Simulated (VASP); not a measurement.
# SnO2 (Pnnm) in VASP: a series of runs

SnO2 is run at these levels: PBE; tasks: single point.

Program: VASP 6.6.1. These are calculated values, not measurements. Logs are shortened: lines on timing, memory, paths and dates and some standing lists are left out, and cuts for length are marked.

## (1) The cell of the first run

Symmetry: Pnnm, No. 58, orthorhombic system. Conventional cell: a = 4.752 Å, b = 4.752 Å, c = 2.941 Å, α = 90.00°, β = 90.00°, γ = 90.00°. Sn (site symmetry 2/m) has 6 O at 2.00 to 2.04 Å within 2.7 Å. O (site symmetry m) has 3 Sn at 2.00 to 2.04 Å and 5 O at 2.72 to 2.80 Å within 2.8 Å.

## (2) Single point, PBE (11.07 Å³/atom)

File INCAR:

```
  PREC = Accurate
  ENCUT = 520
  EDIFF = 1E-6
  ISMEAR = 0
  SIGMA = 0.05
  LREAL = F
  LASPH = T
  NELM = 60
  ALGO = Normal
  ISIF = 2
  LWAVE = F
  LCHARG = F
  GGA = PE
  NBANDS = 35
```

File KPOINTS:

```
Automatic mesh
0
Gamma
  6 6 10
```

File POSCAR:

```
SnO2
1.0
    4.7517755644      0.0000000000      0.0000000000
    0.0000000000      4.7517890131      0.0000000000
    0.0000000000      0.0000000000      2.9413490743
Sn O
2 4
Direct
    0.5000000000      0.5000000000      0.5000000000
    0.0000000000      0.0000000000      0.0000000000
    0.2622246017      0.3406245790      0.0000000000
    0.7622246017      0.1593754210      0.5000000000
    0.2377753983      0.8406245790      0.5000000000
    0.7377753983      0.6593754210      0.0000000000
```

Potentials or basis: VASP PAW PBE potentials, release 64 (Sn_d, O).

Run with:

```bash
$ cat potpaw_PBE.64/Sn_d/POTCAR potpaw_PBE.64/O/POTCAR > POTCAR
$ mpirun -np 1 vasp_std > vasp.out
```

OUTCAR:

```text
PREC = Accurate
   ENCUT = 520
   EDIFF = 1E-6
   ISMEAR = 0
   LREAL = F
   LASPH = T
   NELM = 60
   ISIF = 2
   GGA = PE

 ion  position               nearest neighbor table
   1  0.500  0.500  0.500-   3 2.00   6 2.00   3 2.00   6 2.00   5 2.04   4 2.04   2 3.67   2 3.67
                             2 3.67   2 3.67   2 3.67   2 3.67   2 3.67   2 3.67
   2  0.000  0.000  0.000-   4 2.00   5 2.00   4 2.00   5 2.00   3 2.04   6 2.04   1 3.67   1 3.67
                             1 3.67   1 3.67   1 3.67   1 3.67   1 3.67   1 3.67
   3  0.262  0.341  0.000-   1 2.00   1 2.00   2 2.04
   4  0.762  0.159  0.500-   2 2.00   2 2.00   1 2.04
   5  0.238  0.841  0.500-   2 2.00   2 2.00   1 2.04
   6  0.738  0.659  0.000-   1 2.00   1 2.00   2 2.04

  LATTYP: Found a simple tetragonal cell.
 ALAT       =     4.7517755644
 C/A-ratio  =     0.6190000000

  Lattice vectors:

 A1 = (   4.7517755644,   0.0000000000,   0.0000000000)
 A2 = (   0.0000000000,   4.7517890131,   0.0000000000)
 A3 = (   0.0000000000,   0.0000000000,   2.9413490743)

Analysis of symmetry for initial positions (statically):
=====================================================================
 Subroutine PRICEL returns:
 Original cell was already a primitive cell.

 Routine SETGRP: Setting up the symmetry group for a
 simple tetragonal supercell.

 Subroutine GETGRP returns: Found  8 space group operations
 (whereof  4 operations were pure point group operations)
 out of a pool of 16 trial point group operations.

The static configuration has the point symmetry C_2h.
 The point group associated with its full space group is D_2h.

Analysis of symmetry for dynamics (positions and initial velocities):
=====================================================================
 Subroutine PRICEL returns:
 Original cell was already a primitive cell.

 Routine SETGRP: Setting up the symmetry group for a
 simple tetragonal supercell.

 Subroutine GETGRP returns: Found  8 space group operations
 (whereof  4 operations were pure point group operations)
 out of a pool of 16 trial point group operations.

The dynamic configuration has the point symmetry C_2h.
 The point group associated with its full space group is D_2h.

 Subroutine INISYM returns: Found  8 space group operations
 (whereof  4 operations are pure point group operations),
 and found     1 'primitive' translations

----------------------------------------------------------------------------------------

                                     Primitive cell

  volume of cell :      66.4140

  direct lattice vectors                    reciprocal lattice vectors
[... 102 lines left out ...]
   ISYM   =      2    0-nonsym 1-usesym 2-fastsym
   POTIM  = 0.5000    time-step for ionic-motion
   TEBEG  =    0.0;   TEEND  =   0.0 temperature during run
   PSTRESS=    0.0 pullay stress
   NELECT =      52.0000    total number of electrons
   NUPDOWN=      -1.0000    fix difference up-down
   EMIN   =  10.00;   EMAX   =-10.00  energy-range for DOS
   EFERMI =   0.00;   METHOD = LEGACY
   ISMEAR =     0;   SIGMA  =   0.05  broadening in eV -4-tet -1-fermi 0-gaus
   EFERMI_NEDOS =   21; number of points for ismear=-14 and -15
   IALGO  =     38    algorithm
   IMIX   =      4    mixing-type and parameters
     AMIX     =   0.40;   BMIX     =  1.00
     AMIX_MAG =   1.60;   BMIX_MAG =  1.00
  volume/ion in A,a.u.               =      11.07        74.70
  Fermi-wavevector in a.u.,A,eV,Ry     =   1.508885  2.851379 30.976835  2.276733
  Thomas-Fermi vector in A             =   2.619280
   LORBIT       =      0    0 simple, 1 ext, 2 COOP (PROOUT), +10 PAW based schemes
   GGA     = PE    functional components
   LHFCALC =     F    Hartree Fock is set to
   AEXX    =    0.0000 exact exchange contribution
   IVDW    =     0    specifies the selected vdW correction
   LEPSILON=     F    determine dielectric tensor
   LRPA    =     F    only Hartree local field effects (RPA)
 non-spin polarized calculation
 Gauss-broadening in eV      SIGMA  =   0.05
  energy-cutoff  :      520.00
  volume of cell :       66.41
 maximum number of plane-waves:      1815
   NGX = 17   NGY = 17   NGZ = 11

 number of electron      51.9999995 magnetization

 Free energy of the ion-electron system (eV)
  ---------------------------------------------------
  ext. energy  EPLUGINS =         0.00000000
  ---------------------------------------------------
  free energy    TOTEN  =       -36.14717725 eV

  energy without entropy =      -36.14717725  energy(sigma->0) =      -36.14717725

 E-fermi :   7.0326     XC(G=0): -11.6729

 val. band max:        6.7945339918   @ k =   0.1667   0.0000   0.0000
 cond. band min:       9.1201838426   @ k =   0.0000   0.0000   0.0000
 fundamental gap:      2.3256498508
 Fermi energy:         7.0326152882

 k-point     1 :       0.0000    0.0000    0.0000
  band No.  band energies     occupation
      1     -14.2909      2.00000
      2     -13.5181      2.00000
      3     -12.9923      2.00000
      4     -12.8891      2.00000
      5     -12.8760      2.00000
      6     -12.7481      2.00000
[... 901 lines left out ...]
     34      19.5157      0.00000
     35      19.9813      0.00000

 [... further k-points ...]

------------------------ aborting loop because EDIFF is reached ----------------------------------------

  FORCE on cell =-STRESS in cart. coord.  units (eV):
  Direction    XX          YY          ZZ          XY          YZ          ZX
  --------------------------------------------------------------------------------------
  -------------------------------------------------------------------------------------
  Total        7.4788060      9.3792920     20.6617337      0.0000000      0.0000000      0.0000000
  in kB      180.4193912    226.2668867    498.4455275      0.0000000      0.0000000      0.0000000
  external PRESSURE =     301.7106018 kB  Pullay stress =       0.0000000 kB

 VOLUME and BASIS-vectors are now :
 -----------------------------------------------------------------------------
  energy-cutoff  :      520.00
  volume of cell :       66.41
      direct lattice vectors                 reciprocal lattice vectors
     4.751775564  0.000000000  0.000000000     0.210447650  0.000000000  0.000000000
     0.000000000  4.751789013  0.000000000     0.000000000  0.210447054  0.000000000
     0.000000000  0.000000000  2.941349074     0.000000000  0.000000000  0.339980048

 POSITION                                       TOTAL-FORCE (eV/Angst)
 -----------------------------------------------------------------------------------
      2.37589      2.37589      1.47067         0.000000      0.000000     -0.000000
      0.00000      0.00000      0.00000         0.000000      0.000000     -0.000000
      1.24603      1.61858      0.00000        -0.046799     -0.017825     -0.000000
      3.62192      0.75732      1.47067        -0.046799      0.017825      0.000000
      1.12986      3.99447      1.47067         0.046799     -0.017825      0.000000
      3.50574      3.13321      0.00000         0.046799      0.017825      0.000000
 -----------------------------------------------------------------------------------
    total drift:                                0.000000      0.000000      0.000000

  FREE ENERGIE OF THE ION-ELECTRON SYSTEM (eV)
  ---------------------------------------------------
  free  energy   TOTEN  =       -36.1471772456 eV

  energy  without entropy=      -36.1471772456  energy(sigma->0) =      -36.14717725
```

stdout:

```text
POSCAR found type information on POSCAR SnO
 POSCAR found :  2 types and       6 ions
 scaLAPACK will be used
 LDA part: xc-table for (Slater+PW92), standard interpolation
 POSCAR, INCAR and KPOINTS ok, starting setup
 FFT: planning ... GRIDC
 FFT: planning ... GRID_SOFT
 FFT: planning ... GRID
 WAVECAR not read
 entering main loop
```

It took 88 s on 1 thread of AMD EPYC 9R45 (Zen 5), shared host; peak memory 0.26 GiB.

Results:

* Free energy: -36.1472 eV
* Pressure: 30.2 GPa
* Largest force: 0.050 eV/Å
* Band gap on the k mesh: 2.33 eV (least direct gap 2.34 eV)

Forces on the atoms (eV/Å):
```
Sn   0.000  0.000  0.000
Sn   0.000  0.000  0.000
O   -0.047 -0.018  0.000
O   -0.047  0.018  0.000
O    0.047 -0.018  0.000
O    0.047  0.018  0.000
```

Caveat: the cell stands under pressure; spin-orbit coupling is left out, which moves the levels of the heavy elements.

## (3) Single point, PBE (11.07 Å³/atom)

File INCAR:

```
  PREC = Accurate
  ENCUT = 520
  EDIFF = 1E-7
  ISMEAR = 0
  SIGMA = 0.05
  LREAL = False
  LASPH = True
  NELM = 80
  ALGO = Normal
  ISIF = 2
  LWAVE = False
  LCHARG = False
  GGA = PE
  NBANDS = 35
```

File KPOINTS:

```
regular mesh
0
Gamma
  6 6 10
```

File POSCAR:

```
SnO2
1.0
    4.6678304828      0.0000000000      0.0000000000
    0.0000000000      4.6678436940      0.0000000000
    0.0000000000      0.0000000000      3.0480933053
Sn O
2 4
Direct
    0.5000000000      0.5000000000      0.5000000000
    0.0000000000      0.0000000000      0.0000000000
    0.2648086178      0.3427910078      0.0000000000
    0.7648086178      0.1572089922      0.5000000000
    0.2351913822      0.8427910078      0.5000000000
    0.7351913822      0.6572089922      0.0000000000
```

Potentials or basis: VASP PAW PBE potentials, release 64 (Sn_d, O).

Run with:

```bash
$ cat potpaw_PBE.64/Sn_d/POTCAR potpaw_PBE.64/O/POTCAR > POTCAR
$ mpirun -np 1 vasp_std > vasp.out
```

It took 1.9 min on 1 thread of AMD EPYC 9R45 (Zen 5), shared host; peak memory 0.26 GiB.

The run converged. Its results:

* Free energy: -36.4649 eV
* Pressure: 28.3 GPa
* Largest force: 0.031 eV/Å
* Band gap on the k mesh: 2.32 eV (least direct gap 2.34 eV)

Forces in eV/Å, atoms in the order of the input:
```
Sn   0.000  0.000  0.000
Sn   0.000  0.000  0.000
O   -0.029 -0.010  0.000
O   -0.029  0.010  0.000
O    0.029 -0.010  0.000
O    0.029  0.010  0.000
```

Stress tensor (GPa, compression positive):
```
21.87  0.00  0.00
 0.00 25.33  0.00
 0.00  0.00 37.68
```

Levels at points of the mesh, in eV from the valence-band top:
```csv
k point,band 22,band 23,band 24,band 25,band 26,band 27,band 28,band 29,band 30,band 31
"(0.00, 0.00, 0.00)",-0.91,-0.68,-0.61,-0.34,-0.02,2.32,7.17,7.26,7.39,11.65
"(0.50, 0.00, 0.00)",-1.53,-0.79,-0.79,-0.10,-0.10,5.05,5.05,7.38,7.38,11.83
"(0.00, 0.50, 0.00)",-2.12,-0.78,-0.78,-0.56,-0.56,5.51,5.51,8.72,8.72,11.34
"(0.50, 0.50, 0.00)",-2.03,-0.93,-0.93,-0.60,-0.60,5.97,5.97,8.26,8.26,11.67
"(0.00, 0.00, 0.50)",-2.60,-1.61,-1.61,-0.79,-0.79,7.00,7.00,10.14,10.14,11.36
"(0.50, 0.00, 0.50)",-1.87,-0.75,-0.75,-0.73,-0.73,7.39,7.39,8.75,8.75,11.58
"(0.00, 0.50, 0.50)",-1.24,-1.09,-1.09,-0.27,-0.27,7.07,7.07,8.24,8.24,12.02
"(0.50, 0.50, 0.50)",-2.21,-0.85,-0.85,-0.50,-0.50,5.53,5.53,9.64,9.64,11.71
```

Caveat: the cell stands under pressure; spin-orbit coupling is left out, which moves the levels of the heavy elements. A k mesh can miss the band edges.

## (4) Single point, PBE (11.07 Å³/atom)

File INCAR:

```
SYSTEM = SnO2
PREC = Accurate
ENCUT = 520
EDIFF = 1E-6
ISMEAR = 0
SIGMA = 0.05
LREAL = .False.
LASPH = .True.
NELM = 80
ALGO = Normal
ISIF = 2
LWAVE = .False.
LCHARG = .False.
GGA = PE
NBANDS = 35
```

File KPOINTS:

```
regular mesh
0
Gamma
  6 6 10
  0 0 0
```

File POSCAR:

```
SnO2
1.0
    4.5043737217      0.0000000000      0.0000000000
    0.0000000000      4.5043864703      0.0000000000
    0.0000000000      0.0000000000      3.2733283836
Sn O
2 4
Direct
    0.5000000000      0.5000000000      0.5000000000
    0.0000000000      0.0000000000      0.0000000000
    0.2737299216      0.3430167480      0.0000000000
    0.7737299216      0.1569832520      0.5000000000
    0.2262700784      0.8430167480      0.5000000000
    0.7262700784      0.6569832520      0.0000000000
```

Run with:

```bash
$ cat potpaw_PBE.64/Sn_d/POTCAR potpaw_PBE.64/O/POTCAR > POTCAR
$ mpirun -np 1 vasp_std > vasp.out
```

It took 85 s on 1 thread of AMD EPYC 9R45 (Zen 5), shared host; peak memory 0.26 GiB.

The run converged. Its results:

* Free energy: -36.4774 eV
* Pressure: 25.7 GPa
* Largest force: 0.016 eV/Å
* Band gap on the k mesh: 2.14 eV (least direct gap 2.17 eV)

Forces in eV/Å, atoms in the order of the input:
```
Sn   0.000  0.000  0.000
Sn   0.000  0.000  0.000
O   -0.013  0.009  0.000
O   -0.013 -0.009  0.000
O    0.013  0.009  0.000
O    0.013 -0.009  0.000
```

Stress tensor (GPa, compression positive):
```
29.42  0.00  0.00
 0.00 30.03  0.00
 0.00  0.00 17.79
```

Levels at points of the mesh, in eV from the valence-band top:
```csv
k point,band 22,band 23,band 24,band 25,band 26,band 27,band 28,band 29,band 30,band 31
"(0.00, 0.00, 0.00)",-1.13,-0.86,-0.34,-0.30,-0.03,2.14,6.12,6.54,6.65,10.68
"(0.50, 0.00, 0.00)",-1.34,-0.97,-0.97,-0.12,-0.12,5.00,5.00,6.60,6.60,12.40
"(0.00, 0.50, 0.00)",-2.00,-0.97,-0.97,-0.31,-0.31,5.47,5.47,7.84,7.84,11.94
"(0.50, 0.50, 0.00)",-1.92,-1.18,-1.18,-0.37,-0.37,5.61,5.61,7.79,7.79,12.16
"(0.00, 0.00, 0.50)",-2.39,-1.58,-1.58,-0.73,-0.73,7.03,7.03,10.53,10.53,10.58
"(0.50, 0.00, 0.50)",-1.88,-0.60,-0.60,-0.36,-0.36,7.48,7.48,9.41,9.41,10.56
"(0.00, 0.50, 0.50)",-1.09,-0.95,-0.95,-0.06,-0.06,7.35,7.35,8.89,8.89,11.78
"(0.50, 0.50, 0.50)",-1.84,-0.74,-0.74,-0.31,-0.31,5.96,5.96,9.58,9.58,11.29
```

Caveat: the cell stands under pressure; spin-orbit coupling is left out, which moves the levels of the heavy elements. A k mesh can miss the band edges.

## (5) Single point, PBE (11.07 Å³/atom)

File INCAR:

```
PREC     = Accurate       # precision mode
ENCUT    = 520            # plane-wave cutoff, eV
EDIFF    = 1E-7           # SCF threshold, eV
ISMEAR   = 0              # smearing method
SIGMA    = 0.05           # smearing width, eV
LREAL    = F              # projectors in reciprocal space
LASPH    = T              # aspherical terms in the spheres
NELM     = 100            # most SCF steps
ALGO     = Normal         # electronic algorithm
ISIF     = 2              # what is computed and relaxed
LWAVE    = F              # write WAVECAR
LCHARG   = F              # write CHGCAR
GGA      = PE             # functional
NBANDS   = 35             # bands
```

File KPOINTS:

```
Automatic mesh
0
Gamma
  6 6 10
```

File POSCAR:

```
SnO2
1.0
    4.5855182201      0.0000000000      0.0000000000
    0.0000000000      4.5855311983      0.0000000000
    0.0000000000      0.0000000000      3.1585049500
Sn O
2 4
Direct
    0.5000000000      0.5000000000      0.5000000000
    0.0000000000      0.0000000000      0.0000000000
    0.2687275378      0.3435154434      0.0000000000
    0.7687275378      0.1564845566      0.5000000000
    0.2312724622      0.8435154434      0.5000000000
    0.7312724622      0.6564845566      0.0000000000
```

Run with:

```bash
$ cat potpaw_PBE.64/Sn_d/POTCAR potpaw_PBE.64/O/POTCAR > POTCAR
$ mpirun -np 1 vasp_std > vasp.out
```

Wall time 1.7 min (1 thread of AMD EPYC 9R45 (Zen 5), shared host); peak memory 0.26 GiB.

It converged, with:

```
Free energy            : -36.5671 eV
Pressure               : 26.8 GPa
Largest force          : 0.020 eV/Å
Band gap on the k mesh : 2.25 eV (least direct gap 2.27 eV)
```

Forces on the atoms (eV/Å):
```
Sn   0.000  0.000  0.000
Sn   0.000  0.000  0.000
O   -0.020 -0.001  0.000
O   -0.020  0.001  0.000
O    0.020 -0.001  0.000
O    0.020  0.001  0.000
```

Stress tensor (GPa, compression positive):
```
25.69  0.00  0.00
 0.00 27.77  0.00
 0.00  0.00 27.03
```

Levels at points of the mesh, in eV from the valence-band top:
```tsv
k point	band 24	band 25	band 26	band 27	band 28	band 29
(0.00, 0.00, 0.00)	-0.45	-0.33	-0.02	2.25	6.68	6.86
(0.50, 0.00, 0.00)	-0.90	-0.10	-0.10	5.04	5.04	6.96
(0.00, 0.50, 0.00)	-0.89	-0.43	-0.43	5.51	5.51	8.25
(0.50, 0.50, 0.00)	-1.07	-0.48	-0.48	5.82	5.82	8.00
(0.00, 0.00, 0.50)	-1.60	-0.76	-0.76	7.04	7.04	10.41
(0.50, 0.00, 0.50)	-0.68	-0.56	-0.56	7.45	7.45	9.16
(0.00, 0.50, 0.50)	-1.01	-0.17	-0.17	7.22	7.22	8.61
(0.50, 0.50, 0.50)	-0.80	-0.41	-0.41	5.78	5.78	9.61
```

Caveat: the cell stands under pressure; spin-orbit coupling is left out, which moves the levels of the heavy elements. A k mesh can miss the band edges.

## (6) Summary

```tsv
cell	gap on the mesh (eV)	pressure (GPa)	largest force (eV/Å)
a = 4.752, b = 4.752, c = 2.941 Å, 6 atoms, atomic positions A	2.33	30.2	0.05
a = 4.668, b = 4.668, c = 3.048 Å, 6 atoms, atomic positions B	2.32	28.3	0.03
a = 4.504, b = 4.504, c = 3.273 Å, 6 atoms, atomic positions C	2.14	25.7	0.02
a = 4.586, b = 4.586, c = 3.159 Å, 6 atoms, atomic positions D	2.25	26.8	0.02
```

Alike in all rows: task single point; level PBE; potentials or basis VASP PAW PBE potentials, release 64 (Sn_d, O); no spin polarisation; k mesh 6 × 6 × 10; cutoff (eV) 520; smearing gaussian 0.05 eV.

Caveats: the cell stands under pressure; spin-orbit coupling is left out, which moves the levels of the heavy elements.

Absolute energies hang on the potentials; compare differences alone.
